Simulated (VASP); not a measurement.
# Tl (I4/mmm) in VASP: further runs, part 3 of 3

VASP 6.6.1.

## (5) Single point, LDA (strain +0.0100 x Voigt [0, 1, 0, 0, 0, 0])

INCAR reads:

```
ALGO = Fast ; EDIFF = 1E-7
ENCUT = 520 ; GGA = CA
ISIF = 2 ; ISMEAR = 0
LASPH = True ; LCHARG = False
LREAL = False ; LWAVE = False
NBANDS = 12 ; NELM = 60
PREC = Accurate ; SIGMA = 0.15
```

KPOINTS reads:

```
k-points
0
Gamma
  16 16 16
```

POSCAR reads:

```
Tl
1.0
    0.0000000000      2.4910046453      2.4663412330
    2.4663412330      0.0000000000      2.4663412330
    2.4663412330      2.4910046453      0.0000000000
Tl
1
Direct
    0.0000000000      0.0000000000      0.0000000000
```

Potentials or basis: VASP PAW LDA potentials, release 64 (Tl_d).

The run is started by

```bash
$ cat potpaw_LDA.64/Tl_d/POTCAR > POTCAR
$ mpirun -np 1 vasp_std > vasp.out
```

OUTCAR:

```text
EDIFF = 1E-7
   ENCUT = 520
   GGA = CA
   ISIF = 2
   ISMEAR = 0
   LASPH = True
   LREAL = False
   NELM = 60
   PREC = Accurate

 ion  position               nearest neighbor table
   1  0.000  0.000  0.000-

  LATTYP: Found a body centered tetragonal cell.
 ALAT       =     3.4879332211
 C/A-ratio  =     1.4283556980

  Lattice vectors:

 A1 = (   0.0000000000,  -2.4910046453,   2.4663412330)
 A2 = (   0.0000000000,  -2.4910046453,  -2.4663412330)
 A3 = (   2.4663412330,   2.4910046453,   0.0000000000)

Analysis of symmetry for initial positions (statically):
=====================================================================
 Subroutine PRICEL returns:
 Original cell was already a primitive cell.

 Routine SETGRP: Setting up the symmetry group for a
 body centered tetragonal supercell.

 Subroutine GETGRP returns: Found 16 space group operations
 (whereof 16 operations were pure point group operations)
 out of a pool of 16 trial point group operations.

The static configuration has the point symmetry D_4h.

Analysis of symmetry for dynamics (positions and initial velocities):
=====================================================================
 Subroutine PRICEL returns:
 Original cell was already a primitive cell.

 Routine SETGRP: Setting up the symmetry group for a
 body centered tetragonal supercell.

 Subroutine GETGRP returns: Found 16 space group operations
 (whereof 16 operations were pure point group operations)
 out of a pool of 16 trial point group operations.

The dynamic configuration has the point symmetry D_4h.

 Subroutine INISYM returns: Found 16 space group operations
 (whereof 16 operations are pure point group operations),
 and found     1 'primitive' translations

----------------------------------------------------------------------------------------

                                     Primitive cell

  volume of cell :      30.3048

  direct lattice vectors                    reciprocal lattice vectors
     0.000000000  2.491004645  2.466341233    -0.202729449  0.200722227  0.202729449
     2.466341233  0.000000000  2.466341233     0.202729449 -0.200722227  0.202729449
     2.466341233  2.491004645  0.000000000     0.202729449  0.200722227 -0.202729449

  length of vectors
     3.505416269  3.487933221  3.505416269     0.349982673  0.349982673  0.349982673

  position of ions in fractional coordinates (direct lattice)
     0.000000000  0.000000000  0.000000000

  ion indices of the primitive-cell ions
   primitive index   ion index
                 1           1

----------------------------------------------------------------------------------------

 KPOINTS: k-points

Automatic generation of k-mesh.
 Grid dimensions read from file:
 generate k-points for:   16   16   16

 Generating k-lattice:

  Cartesian coordinates                     Fractional coordinates (reciprocal lattice)
    -0.012670591  0.012545139  0.012670591     0.062500000  0.000000000 -0.000000000
     0.012670591 -0.012545139  0.012670591     0.000000000  0.062500000  0.000000000
     0.012670591  0.012545139 -0.012670591    -0.000000000  0.000000000  0.062500000

  Length of vectors
     0.021873917  0.021873917  0.021873917

  Shift w.r.t. Gamma in fractional coordinates (k-lattice)
     0.000000000  0.000000000  0.000000000

 Subroutine IBZKPT returns following result:
 ===========================================

 Found    349 irreducible k-points:

 Following reciprocal coordinates:
            Coordinates               Weight
  0.000000  0.000000  0.000000      1.000000
  0.062500  0.000000  0.000000      8.000000
  0.125000  0.000000  0.000000      8.000000
  0.187500  0.000000  0.000000      8.000000
  0.250000  0.000000  0.000000      8.000000
  0.312500  0.000000  0.000000      8.000000
[... 16 lines left out ...]
 -0.125000  0.062500  0.000000     16.000000
 -0.062500  0.062500  0.000000      8.000000
 [... further k-points ...]
   k-points           NKPTS =    349   k-points in BZ     NKDIM =    349   number of bands    NBANDS=     12
   number of dos      NEDOS =    301   number of ions     NIONS =      1
   total plane-waves  NPLWV =  21952
   dimension x,y,z NGX =    28 NGY =   28 NGZ =   28
   dimension x,y,z NGXF=    56 NGYF=   56 NGZF=   56
   ions per type =               1
   NGX,Y,Z   is equivalent  to a cutoff of  13.28, 13.35, 13.28 a.u.
   NGXF,Y,Z  is equivalent  to a cutoff of  26.56, 26.69, 26.56 a.u.
 SYSTEM =  unknown system
   PREC   = accura    normal or accurate (medium, high low for compatibility)
   ISTART =      0    job   : 0-new  1-cont  2-samecut
   ICHARG =      2    charge: 1-file 2-atom 10-const
   ISPIN  =      1    spin polarized calculation?
   LNONCOLLINEAR =      F non collinear calculations
   LSORBIT =      F    spin-orbit coupling
   LASPH  =      T    aspherical Exc in radial PAW
   ENCUT  =  520.0 eV  38.22 Ry    6.18 a.u.   6.52  6.49  6.52*2*pi/ulx,y,z
   NELM   =     60;   NELMIN=  2; NELMDL= -5     # of ELM steps
   EDIFF  = 0.1E-06   stopping-criterion for ELM
   LREAL  =      F    real-space projection
   EDIFFG = 0.1E-05   stopping-criterion for IOM
   NSW    =      0    number of steps for IOM
   IBRION =     -1    ionic relax: 0-MD 1-quasi-New 2-CG
   NFREE  =      0    steps in history (QN), initial steepest desc. (CG)
   ISIF   =      2    stress and relaxation
   ISYM   =      2    0-nonsym 1-usesym 2-fastsym
   POTIM  = 0.5000    time-step for ionic-motion
   TEBEG  =    0.0;   TEEND  =   0.0 temperature during run
   PSTRESS=    0.0 pullay stress
   NELECT =      13.0000    total number of electrons
   NUPDOWN=      -1.0000    fix difference up-down
   EMIN   =  10.00;   EMAX   =-10.00  energy-range for DOS
   EFERMI =   0.00;   METHOD = LEGACY
   ISMEAR =     0;   SIGMA  =   0.15  broadening in eV -4-tet -1-fermi 0-gaus
   EFERMI_NEDOS =   21; number of points for ismear=-14 and -15
   IALGO  =     68    algorithm
   IMIX   =      4    mixing-type and parameters
     AMIX     =   0.40;   BMIX     =  1.00
     AMIX_MAG =   1.60;   BMIX_MAG =  1.00
  volume/ion in A,a.u.               =      30.30       204.51
  Fermi-wavevector in a.u.,A,eV,Ry     =   1.234674  2.333196 20.740994  1.524420
  Thomas-Fermi vector in A             =   2.369355
   LORBIT       =      0    0 simple, 1 ext, 2 COOP (PROOUT), +10 PAW based schemes
   GGA     = CA    functional components
   LHFCALC =     F    Hartree Fock is set to
   AEXX    =    0.0000 exact exchange contribution
   IVDW    =     0    specifies the selected vdW correction
   LEPSILON=     F    determine dielectric tensor
   LRPA    =     F    only Hartree local field effects (RPA)
 non-spin polarized calculation
 RMM-DIIS sequential band-by-band and
 Gauss-broadening in eV      SIGMA  =   0.15
  energy-cutoff  :      520.00
  volume of cell :       30.30
 maximum number of plane-waves:       869
 NGX is ok and might be reduce to    28
   NGX = 13   NGY = 13   NGZ = 13

 number of electron      13.0000000 magnetization

 Free energy of the ion-electron system (eV)
  ---------------------------------------------------
  ext. energy  EPLUGINS =         0.00000000
  ---------------------------------------------------
  free energy    TOTEN  =        -2.88560720 eV

  energy without entropy =       -2.87844772  energy(sigma->0) =       -2.88202746

 E-fermi :   5.6572     XC(G=0): -10.2212

 val. band max:        5.6552563893   @ k =   0.3750   0.0000   0.0625
 cond. band min:       5.6699026110   @ k =   0.3750  -0.4375   0.1250
 fundamental gap:      0.0146462218
 Fermi energy:         5.6571845960

 k-point     1 :       0.0000    0.0000    0.0000
  band No.  band energies     occupation
      1      -5.8083      2.00000
      2      -5.7891      2.00000
      3      -5.7891      2.00000
      4      -5.5621      2.00000
      5      -5.5443      2.00000
      6      -3.9930      2.00000
      7      15.4070      0.00000
      8      15.4070      0.00000
      9      15.4310      0.00000
     10      16.5846      0.00000
     11      19.4341      0.00000
     12      20.2394      0.00000
[... 331 lines left out ...]
 k-point    24 :      -0.0625    0.0625    0.0000
  band No.  band energies     occupation
      1      -5.8095      2.00000
      2      -5.7749      2.00000
      3      -5.7605      2.00000
      4      -5.5724      2.00000
      5      -5.5405      2.00000
      6      -3.7811      2.00000
      7      13.6157      0.00000
      8      14.3247      0.00000
      9      15.5581      0.00000
     10      16.6024      0.00000
     11      19.6524      0.00000
     12      20.2983      0.00000

 [... further k-points ...]
[... 5 lines left out ...]
  --------------------------------------------------------------------------------------
  -------------------------------------------------------------------------------------
  Total       -0.7036171     -0.6855781     -0.7036171      0.0000000      0.0000000      0.0000000
  in kB      -37.1994131    -36.2457132    -37.1994131      0.0000000      0.0000000      0.0000000
  external PRESSURE =     -36.8815132 kB  Pullay stress =       0.0000000 kB

 VOLUME and BASIS-vectors are now :
 -----------------------------------------------------------------------------
  energy-cutoff  :      520.00
  volume of cell :       30.30
      direct lattice vectors                 reciprocal lattice vectors
     0.000000000  2.491004645  2.466341233    -0.202729449  0.200722227  0.202729449
     2.466341233  0.000000000  2.466341233     0.202729449 -0.200722227  0.202729449
     2.466341233  2.491004645  0.000000000     0.202729449  0.200722227 -0.202729449

 POSITION                                       TOTAL-FORCE (eV/Angst)
 -----------------------------------------------------------------------------------
      0.00000      0.00000      0.00000         0.000000      0.000000      0.000000
 -----------------------------------------------------------------------------------
    total drift:                               -0.000000     -0.000000     -0.000000

  FREE ENERGIE OF THE ION-ELECTRON SYSTEM (eV)
  ---------------------------------------------------
  free  energy   TOTEN  =        -2.8856072017 eV

  energy  without entropy=       -2.8784477212  energy(sigma->0) =       -2.88202746
```

stdout:

```text
POSCAR found type information on POSCAR Tl
 POSCAR found :  1 types and       1 ions
 scaLAPACK will be used
 LDA part: xc-table for (Slater(with rela. corr.)+CA(PZ))
 , standard interpolation
 POSCAR, INCAR and KPOINTS ok, starting setup
 FFT: planning ... GRIDC
 FFT: planning ... GRID_SOFT
 FFT: planning ... GRID
 WAVECAR not read
 entering main loop
```

Wall time 65 s (1 thread of Intel Xeon Platinum 8488C (Sapphire Rapids), shared host); peak memory 0.24 GiB.

Results:

```
Free energy : -2.8856 eV
Pressure    : -3.7 GPa
```

Stress tensor (GPa, compression positive):
```
-3.72  0.00  0.00
 0.00 -3.62  0.00
 0.00  0.00 -3.72
```

Levels at points of the mesh, in eV from the Fermi level:
| k point | band 4 | band 5 | band 6 | band 7 | band 8 | band 9 |
| --- | --- | --- | --- | --- | --- | --- |
| (0.00, 0.00, 0.00) | -11.22 | -11.20 | -9.65 | 9.75 | 9.75 | 9.77 |
| (0.50, 0.00, 0.00) | -11.00 | -10.99 | -5.32 | -2.66 | 7.71 | 7.88 |
| (0.50, 0.50, 0.00) | -10.94 | -10.93 | -3.69 | -1.61 | 3.85 | 3.91 |
| (0.50, 0.00, 0.50) | -10.94 | -10.94 | -3.82 | -1.70 | 4.00 | 4.00 |

Caveat: the cell differs from its parent crystal (strain +0.0100 x Voigt [0, 1, 0, 0, 0, 0]); spin-orbit coupling is left out, which moves the levels of the heavy elements.

## (6) Single point, LDA (strain +0.0200 x Voigt [0, 1, 0, 0, 0, 0])

INCAR reads:

```
ALGO = Normal
EDIFF = 1E-6
ENCUT = 520
ISIF = 2
ISMEAR = 0
LASPH = True
LCHARG = False
LREAL = False
LWAVE = False
NBANDS = 12
NELM = 80
PREC = Accurate
SIGMA = 0.15
```

KPOINTS is that of step 5.

POSCAR reads:

```
Tl
1.0
    0.0000000000      2.5156680577      2.4663412330
    2.4663412330      0.0000000000      2.4663412330
    2.4663412330      2.5156680577      0.0000000000
Tl
1
Direct
    0.0000000000      0.0000000000      0.0000000000
```

Potentials or basis: VASP PAW LDA potentials, release 64 (Tl_d).

The run is started by

```bash
$ cat potpaw_LDA.64/Tl_d/POTCAR > POTCAR
$ mpirun -np 1 vasp_std > vasp.out
```

It took 45 s on 1 thread of Intel Xeon Platinum 8488C (Sapphire Rapids), shared host; peak memory 0.24 GiB.

Results (log left out):

- Free energy: -2.8789 eV
- Pressure: -3.9 GPa

Stress tensor (GPa, compression positive):
```
-3.93  0.00  0.00
 0.00 -3.71  0.00
 0.00  0.00 -3.93
```

Levels at points of the mesh, in eV from the Fermi level:
```csv
k point,band 2,band 3,band 4,band 5,band 6,band 7,band 8,band 9,band 10,band 11
"(0.00, 0.00, 0.00)",-11.42,-11.42,-11.22,-11.18,-9.58,9.67,9.67,9.71,10.92,13.66
"(0.50, 0.00, 0.00)",-11.44,-11.41,-10.99,-10.98,-5.32,-2.62,7.55,7.91,10.36,11.82
"(0.50, 0.50, 0.00)",-11.64,-11.00,-10.94,-10.92,-3.67,-1.55,3.77,3.88,7.20,8.56
"(0.50, 0.00, 0.50)",-11.64,-11.00,-10.94,-10.94,-3.92,-1.72,4.07,4.07,7.43,8.79
```

Caveat: the cell differs from its parent crystal (strain +0.0200 x Voigt [0, 1, 0, 0, 0, 0]); spin-orbit coupling is left out, which moves the levels of the heavy elements.

## (7) The runs side by side

| cell | gap on the mesh (eV) | pressure (GPa) |
| --- | --- | --- |
| a = 3.436, b = 3.488 Å, angles 59.5, 61.0, 59.5°, 1 atom | none | -2.6 |
| a = 3.453, b = 3.488 Å, angles 59.7, 60.7, 59.7°, 1 atom | none | -2.9 |
| a = 3.471, b = 3.488 Å, angles 59.8, 60.3, 59.8°, 1 atom | none | -3.2 |
| a = 3.505, b = 3.488 Å, angles 60.2, 59.7, 60.2°, 1 atom | none | -3.7 |
| a = 3.523, b = 3.488 Å, angles 60.3, 59.3, 60.3°, 1 atom | none | -3.9 |

Alike in all rows: task single point; level LDA; potentials or basis VASP PAW LDA potentials, release 64 (Tl_d); no spin polarisation; k mesh 16 × 16 × 16; cutoff (eV) 520; smearing gaussian 0.15 eV.

Caveats: spin-orbit coupling is left out, which moves the levels of the heavy elements.

Total energies depend on the potentials used, so only differences within one code and one set of settings carry meaning.
